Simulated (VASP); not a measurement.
# SnF4 (Immm) in VASP: notebook

The runs below take SnF4 through single point, with LDA.

Program: VASP 6.6.1. These are calculated values, not measurements. Logs are shortened: lines on timing, memory, paths and dates and some standing lists are left out, and cuts for length are marked.

**1. The cell of the first run**

It takes space group Immm (No. 71, orthorhombic). The conventional cell has a = 3.929 Å, b = 4.050 Å, c = 7.930 Å, α = 90.00°, β = 90.00°, γ = 90.00°. Within 2.5 Å of Sn (site symmetry mmm) lie 6 F at 1.88 to 2.02 Å. F (site symmetry mm2) has 1 Sn at 1.88 Å within 2.5 Å. Within 2.7 Å of F (site symmetry mmm) lie 2 Sn at 2.02 Å. Within 2.6 Å of F (site symmetry mmm) lie 2 Sn at 1.96 Å.

**2. Single point, LDA (strain -0.0300 x Voigt [1, 0, 0, 0, 0, 0])**

INCAR

```
SYSTEM = SnF4
PREC = Accurate ; ENCUT = 520
EDIFF = 1E-6 ; ISMEAR = 0
SIGMA = 0.05 ; LREAL = .FALSE.
LASPH = .TRUE. ; NELM = 80
ALGO = Normal ; ISIF = 2
LWAVE = .FALSE. ; LCHARG = .FALSE.
GGA = CA ; NBANDS = 29
```

KPOINTS

```
Automatic mesh
0
G
  8 8 8
  0 0 0
```

POSCAR

```
SnF4
1.0
   -1.9642500000      2.0250000000      3.9650000000
    1.9642500000     -2.0250000000      3.9650000000
    1.9642500000      2.0250000000     -3.9650000000
Sn F
1 4
Direct
    0.0000000000      0.0000000000      0.0000000000
    0.2370000000      0.2370000000      0.0000000000
    0.7630000000      0.7630000000      0.0000000000
    0.5000000000      0.0000000000      0.5000000000
    0.0000000000      0.5000000000      0.5000000000
```

Potentials or basis: VASP PAW LDA potentials, release 64 (Sn_d, F).

On the command line:

```console
> cat potpaw_LDA.64/Sn_d/POTCAR potpaw_LDA.64/F/POTCAR > POTCAR
> mpirun -np 1 vasp_std > vasp.out
```

OUTCAR:

```text
SYSTEM = SnF4
   PREC = Accurate
   ENCUT = 520
   EDIFF = 1E-6
   ISMEAR = 0
   LREAL = .FALSE.
   LASPH = .TRUE.
   NELM = 80
   ISIF = 2
   GGA = CA

 ion  position               nearest neighbor table
   1  0.000  0.000  0.000-   2 1.88   3 1.88   5 1.96   5 1.96   4 2.02   4 2.02
   2  0.237  0.237  0.000-   1 1.88
   3  0.763  0.763  0.000-   1 1.88
   4  0.500  0.000  0.500-   1 2.02   1 2.02
   5  0.000  0.500  0.500-   1 1.96   1 1.96

  LATTYP: Found a body centered orthorhombic cell.
 ALAT       =     3.9285000000
 B/A-ratio  =     1.0309278351
 C/A-ratio  =     2.0185821560

  Lattice vectors:

 A1 = (  -1.9642500000,   2.0250000000,   3.9650000000)
 A2 = (   1.9642500000,  -2.0250000000,   3.9650000000)
 A3 = (   1.9642500000,   2.0250000000,  -3.9650000000)

Analysis of symmetry for initial positions (statically):
=====================================================================
 Subroutine PRICEL returns:
 Original cell was already a primitive cell.

 Routine SETGRP: Setting up the symmetry group for a
 body centered orthorhombic supercell.

 Subroutine GETGRP returns: Found  8 space group operations
 (whereof  8 operations were pure point group operations)
 out of a pool of  8 trial point group operations.

The static configuration has the point symmetry D_2h.

Analysis of symmetry for dynamics (positions and initial velocities):
=====================================================================
 Subroutine PRICEL returns:
 Original cell was already a primitive cell.

 Routine SETGRP: Setting up the symmetry group for a
 body centered orthorhombic supercell.

 Subroutine GETGRP returns: Found  8 space group operations
 (whereof  8 operations were pure point group operations)
 out of a pool of  8 trial point group operations.

The dynamic configuration has the point symmetry D_2h.

 Subroutine INISYM returns: Found  8 space group operations
 (whereof  8 operations are pure point group operations),
 and found     1 'primitive' translations

----------------------------------------------------------------------------------------

                                     Primitive cell

  volume of cell :      63.0848

  direct lattice vectors                    reciprocal lattice vectors
    -1.964250000  2.025000000  3.965000000     0.000000000  0.246913580  0.126103405
     1.964250000 -2.025000000  3.965000000     0.254550083  0.000000000  0.126103405
     1.964250000  2.025000000 -3.965000000     0.254550083  0.246913580  0.000000000

  length of vectors
     4.866223183  4.866223183  4.866223183     0.277251483  0.284073605  0.354629470

  position of ions in fractional coordinates (direct lattice)
     0.000000000  0.000000000  0.000000000
     0.237000000  0.237000000  0.000000000
     0.763000000  0.763000000  0.000000000
     0.500000000  0.000000000  0.500000000
     0.000000000  0.500000000  0.500000000

  ion indices of the primitive-cell ions
   primitive index   ion index
                 1           1
                 2           2
                 3           3
                 4           4
                 5           5

----------------------------------------------------------------------------------------

 KPOINTS: Automatic mesh

Automatic generation of k-mesh.
 Grid dimensions read from file:
 generate k-points for:    8    8    8

 Generating k-lattice:

  Cartesian coordinates                     Fractional coordinates (reciprocal lattice)
     0.000000000  0.030864198  0.015762926     0.125000000  0.000000000  0.000000000
     0.031818760  0.000000000  0.015762926     0.000000000  0.125000000 -0.000000000
     0.031818760  0.030864198  0.000000000     0.000000000 -0.000000000  0.125000000

  Length of vectors
     0.034656435  0.035509201  0.044328684

  Shift w.r.t. Gamma in fractional coordinates (k-lattice)
     0.000000000  0.000000000  0.000000000

 Subroutine IBZKPT returns following result:
 ===========================================

 Found     95 irreducible k-points:

 Following reciprocal coordinates:
            Coordinates               Weight
  0.000000  0.000000  0.000000      1.000000
  0.125000  0.000000  0.000000      4.000000
  0.250000  0.000000  0.000000      4.000000
  0.375000  0.000000 -0.000000      4.000000
  0.500000  0.000000  0.000000      2.000000
 -0.000000  0.125000  0.000000      4.000000
[... 16 lines left out ...]
  0.125000  0.375000  0.000000      8.000000
  0.250000  0.375000 -0.000000      8.000000
 [... further k-points ...]
   k-points           NKPTS =     95   k-points in BZ     NKDIM =     95   number of bands    NBANDS=     29
   number of dos      NEDOS =    301   number of ions     NIONS =      5
   total plane-waves  NPLWV =  46656
   dimension x,y,z NGX =    36 NGY =   36 NGZ =   36
   dimension x,y,z NGXF=    72 NGYF=   72 NGZF=   72
   ions per type =               1   4
   NGX,Y,Z   is equivalent  to a cutoff of  12.30, 12.30, 12.30 a.u.
   NGXF,Y,Z  is equivalent  to a cutoff of  24.60, 24.60, 24.60 a.u.
 SYSTEM =  SnF4
   PREC   = accura    normal or accurate (medium, high low for compatibility)
   ISTART =      0    job   : 0-new  1-cont  2-samecut
   ICHARG =      2    charge: 1-file 2-atom 10-const
   ISPIN  =      1    spin polarized calculation?
   LNONCOLLINEAR =      F non collinear calculations
   LSORBIT =      F    spin-orbit coupling
   LASPH  =      T    aspherical Exc in radial PAW
   ENCUT  =  520.0 eV  38.22 Ry    6.18 a.u.   9.05  9.05  9.05*2*pi/ulx,y,z
   NELM   =     80;   NELMIN=  2; NELMDL= -5     # of ELM steps
   EDIFF  = 0.1E-05   stopping-criterion for ELM
   LREAL  =      F    real-space projection
   EDIFFG = 0.1E-04   stopping-criterion for IOM
   NSW    =      0    number of steps for IOM
   IBRION =     -1    ionic relax: 0-MD 1-quasi-New 2-CG
   NFREE  =      0    steps in history (QN), initial steepest desc. (CG)
   ISIF   =      2    stress and relaxation
   ISYM   =      2    0-nonsym 1-usesym 2-fastsym
   POTIM  = 0.5000    time-step for ionic-motion
   TEBEG  =    0.0;   TEEND  =   0.0 temperature during run
   PSTRESS=    0.0 pullay stress
   NELECT =      42.0000    total number of electrons
   NUPDOWN=      -1.0000    fix difference up-down
   EMIN   =  10.00;   EMAX   =-10.00  energy-range for DOS
   EFERMI =   0.00;   METHOD = LEGACY
   ISMEAR =     0;   SIGMA  =   0.05  broadening in eV -4-tet -1-fermi 0-gaus
   EFERMI_NEDOS =   21; number of points for ismear=-14 and -15
   IALGO  =     38    algorithm
   IMIX   =      4    mixing-type and parameters
     AMIX     =   0.40;   BMIX     =  1.00
     AMIX_MAG =   1.60;   BMIX_MAG =  1.00
  volume/ion in A,a.u.               =      12.62        85.14
  Fermi-wavevector in a.u.,A,eV,Ry     =   1.429496  2.701356 27.802944  2.043459
  Thomas-Fermi vector in A             =   2.549443
   LORBIT       =      0    0 simple, 1 ext, 2 COOP (PROOUT), +10 PAW based schemes
   GGA     = CA    functional components
   LHFCALC =     F    Hartree Fock is set to
   AEXX    =    0.0000 exact exchange contribution
   IVDW    =     0    specifies the selected vdW correction
   LEPSILON=     F    determine dielectric tensor
   LRPA    =     F    only Hartree local field effects (RPA)
 non-spin polarized calculation
 Gauss-broadening in eV      SIGMA  =   0.05
  energy-cutoff  :      520.00
  volume of cell :       63.08
 maximum number of plane-waves:      1750
   NGX = 19   NGY = 19   NGZ = 19

 number of electron      42.0000007 magnetization

 Free energy of the ion-electron system (eV)
  ---------------------------------------------------
  ext. energy  EPLUGINS =         0.00000000
  ---------------------------------------------------
  free energy    TOTEN  =       -25.49968553 eV

  energy without entropy =      -25.49968553  energy(sigma->0) =      -25.49968553

 E-fermi :   0.3547     XC(G=0): -10.6125

 val. band max:        0.0681115640   @ k =   0.5000   0.5000   0.0000
 cond. band min:       3.4528956535   @ k =   0.0000   0.0000   0.0000
 fundamental gap:      3.3847840896
 Fermi energy:         0.3546739610

 k-point     1 :       0.0000    0.0000    0.0000
  band No.  band energies     occupation
      1     -22.7226      2.00000
      2     -21.9701      2.00000
      3     -21.3029      2.00000
      4     -19.4848      2.00000
      5     -18.9783      2.00000
      6     -18.8349      2.00000
[... 21 lines left out ...]
     28      15.8119      0.00000
     29      16.2337      0.00000

 k-point     2 :       0.1250    0.0000    0.0000
  band No.  band energies     occupation
      1     -22.7217      2.00000
      2     -21.8803      2.00000
      3     -21.2852      2.00000
      4     -19.5108      2.00000
      5     -18.9812      2.00000
      6     -18.8345      2.00000
[... 21 lines left out ...]
     28      15.6326      0.00000
     29      16.2616      0.00000

 k-point     3 :       0.2500    0.0000    0.0000
  band No.  band energies     occupation
      1     -22.7200      2.00000
      2     -21.6362      2.00000
      3     -21.2392      2.00000
      4     -19.5759      2.00000
      5     -18.9881      2.00000
      6     -18.8367      2.00000
[... 21 lines left out ...]
     28      15.6772      0.00000
     29      16.4293      0.00000

 k-point     4 :       0.3750    0.0000   -0.0000
  band No.  band energies     occupation
      1     -22.7185      2.00000
      2     -21.3372      2.00000
      3     -21.1841      2.00000
      4     -19.6447      2.00000
      5     -18.9950      2.00000
      6     -18.8437      2.00000
[... 21 lines left out ...]
     28      16.0282      0.00000
     29      16.6063      0.00000

 k-point     5 :       0.5000    0.0000    0.0000
  band No.  band energies     occupation
      1     -22.7178      2.00000
      2     -21.2087      2.00000
      3     -21.1347      2.00000
      4     -19.6742      2.00000
      5     -18.9978      2.00000
      6     -18.8473      2.00000
[... 21 lines left out ...]
     28      16.3528      0.00000
     29      16.6534      0.00000
[... 510 lines left out ...]
     28      15.4972      0.00000
     29      16.3371      0.00000

 k-point    22 :       0.0000    0.3750    0.0000
  band No.  band energies     occupation
      1     -22.0170      2.00000
      2     -21.9351      2.00000
      3     -21.2079      2.00000
      4     -19.6444      2.00000
      5     -19.0044      2.00000
      6     -18.8606      2.00000
[... 21 lines left out ...]
     28      16.0332      0.00000
     29      16.2742      0.00000

 k-point    23 :       0.1250    0.3750    0.0000
  band No.  band energies     occupation
      1     -21.9879      2.00000
      2     -21.8793      2.00000
      3     -21.1788      2.00000
      4     -19.6729      2.00000
      5     -19.0072      2.00000
      6     -18.8604      2.00000
[... 21 lines left out ...]
     28      15.9726      0.00000
     29      16.6286      0.00000

 k-point    24 :       0.2500    0.3750   -0.0000
  band No.  band energies     occupation
      1     -21.9755      2.00000
      2     -21.6513      2.00000
      3     -21.1500      2.00000
      4     -19.6951      2.00000
      5     -19.0141      2.00000
      6     -18.8596      2.00000
[... 21 lines left out ...]
     28      15.6993      0.00000
     29      16.7425      0.00000

 [... further k-points ...]

------------------------ aborting loop because EDIFF is reached ----------------------------------------

  FORCE on cell =-STRESS in cart. coord.  units (eV):
  Direction    XX          YY          ZZ          XY          YZ          ZX
  --------------------------------------------------------------------------------------
  -------------------------------------------------------------------------------------
  Total        4.2510615      0.0965303      0.5157065      0.0000000      0.0000000      0.0000000
  in kB      107.9650027      2.4515970     13.0974952      0.0000000      0.0000000      0.0000000
  external PRESSURE =      41.1713650 kB  Pullay stress =       0.0000000 kB

 VOLUME and BASIS-vectors are now :
 -----------------------------------------------------------------------------
  energy-cutoff  :      520.00
  volume of cell :       63.08
      direct lattice vectors                 reciprocal lattice vectors
    -1.964250000  2.025000000  3.965000000     0.000000000  0.246913580  0.126103405
     1.964250000 -2.025000000  3.965000000     0.254550083  0.000000000  0.126103405
     1.964250000  2.025000000 -3.965000000     0.254550083  0.246913580  0.000000000

 POSITION                                       TOTAL-FORCE (eV/Angst)
 -----------------------------------------------------------------------------------
      0.00000      0.00000      0.00000        -0.000000     -0.000000      0.000000
      0.00000      0.00000      1.87941         0.000000      0.000000      0.406742
      0.00000      0.00000      6.05059        -0.000000     -0.000000     -0.406742
      0.00000      2.02500      0.00000        -0.000000     -0.000000      0.000000
      1.96425      0.00000      0.00000        -0.000000     -0.000000      0.000000
 -----------------------------------------------------------------------------------
    total drift:                                0.000000      0.000000     -0.000000

  FREE ENERGIE OF THE ION-ELECTRON SYSTEM (eV)
  ---------------------------------------------------
  free  energy   TOTEN  =       -25.4996855349 eV

  energy  without entropy=      -25.4996855349  energy(sigma->0) =      -25.49968553
```

Wall time 5.1 min (1 thread of Oxide Virtual Turin-like, shared host); peak memory 0.24 GiB.

What came out:

```yaml
Free_energy: -25.4997 eV
Pressure: 4.1 GPa
Largest_force: 0.407 eV/Å
Band_gap_on_the_k_mesh: 3.38 eV, indirect (least direct gap 3.64 eV)
```

Forces on the atoms (eV/Å):
```
Sn   0.000  0.000  0.000
F    0.000  0.000  0.407
F    0.000  0.000 -0.407
F    0.000  0.000  0.000
F    0.000  0.000  0.000
```

Caveat: the cell differs from its parent crystal (strain -0.0300 x Voigt [1, 0, 0, 0, 0, 0]); spin-orbit coupling is left out, which moves the levels of the heavy elements.

(Part 1 of 2 ends here.)
